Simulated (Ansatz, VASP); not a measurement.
## LuPbSe3Br in VASP and in Ansatz

INCAR

```
SYSTEM = LuPbSe3Br
  PREC = Accurate
  ENCUT = 600
  EDIFF = 1E-6
  ISMEAR = 0
  SIGMA = 0.15
  LREAL = .FALSE.
  LASPH = .TRUE.
  NELM = 80
  ALGO = Normal
  ISIF = 3
  LWAVE = .FALSE.
  LCHARG = .FALSE.
  GGA = PE
  IBRION = 2
  NSW = 36
  EDIFFG = -0.08
```

The input KPOINTS:

```
regular mesh
0
G
  3 3 1
  0 0 0
```

Contents of POSCAR:

```
LuPbSe3Br
1.0
    4.3704650700      0.0000000000      0.0000000000
   -2.1852325300      3.7849337700      0.0000000000
    0.0000000000      0.0000000000     10.8967992600
Lu Pb Se Br
1 1 3 1
Direct
    0.3333333300      0.6666666700      0.6634089900
    0.0000000000      0.0000000000      0.9994310100
    0.6666666700      0.3333333300      0.8238899700
    0.3333333300      0.6666666700      0.1693140000
    0.0000000000      0.0000000000      0.4938600100
    0.6666666700      0.3333333300      0.3500950000
```

Input for Ansatz:

```yaml
crystal:
  lattice:
    - [4.37046507, 0.0, 0.0]
    - [-2.18523253, 3.78493377, 0.0]
    - [0.0, 0.0, 10.89679926]
  atoms:
    - { symbol: Lu, position: [0.33333333, 0.66666667, 0.66340899] }
    - { symbol: Pb, position: [0.0, 0.0, 0.99943101] }
    - { symbol: Se, position: [0.66666667, 0.33333333, 0.82388997] }
    - { symbol: Se, position: [0.33333333, 0.66666667, 0.169314] }
    - { symbol: Se, position: [0.0, 0.0, 0.49386001] }
    - { symbol: Br, position: [0.66666667, 0.33333333, 0.350095] }
basis:
  ecutwfc: 420
kpoints:
  mp_grid: { grid: [3, 3, 1] }
hamiltonian:
  xc: pbe
scf:
  occupations: { method: gaussian, width: 0.15 }
  lower_state_search: "off"
output:
  forces: true
  stress: true
  eigenvalues: true
relax:
  adjacent_minimum: "off"
  f_tol: 0.08
  max_steps: 16
  cell: { stress_tol: 0.8 }
```

Change from the starting cell: species swapped into the LiGeSbTe3 type (P3m1, No. 156).

Alike in both runs: task relaxation of cell and atoms; functional PBE; k mesh 3 × 3 × 1; occupations gaussian, width 0.15 eV; no spin polarisation.

|  | VASP | Ansatz |
| --- | --- | --- |
| version | VASP 6.6.1 | Ansatz 0.2.0 |
| potentials or method | VASP PAW PBE potentials, release 64 (Lu, Pb_d, Se, Br), cutoff 600 eV | scalar-relativistic, plane waves, PAW |
| valence electrons in the cell | 64 | 94 |

|  | VASP | Ansatz | Ansatz less VASP |
| --- | --- | --- | --- |
| gap on the k mesh at the Fermi level, each at its own relaxed structure (eV) | 0.54 | 0.50 | -0.040 |
| relaxed volume (Å³/atom) | 29.11 | 28.90 | -0.212 |
| relaxed cell length with the largest relative difference (Å) | 11.141 | 10.915 | -0.2260 |

VASP's potentials hold 64 valence electrons a cell and Ansatz's 94, so a difference there can come from the potentials and not from the codes.

The k mesh is coarse, so the values compare programs but aren't converged. Neither program's run includes spin-orbit coupling.
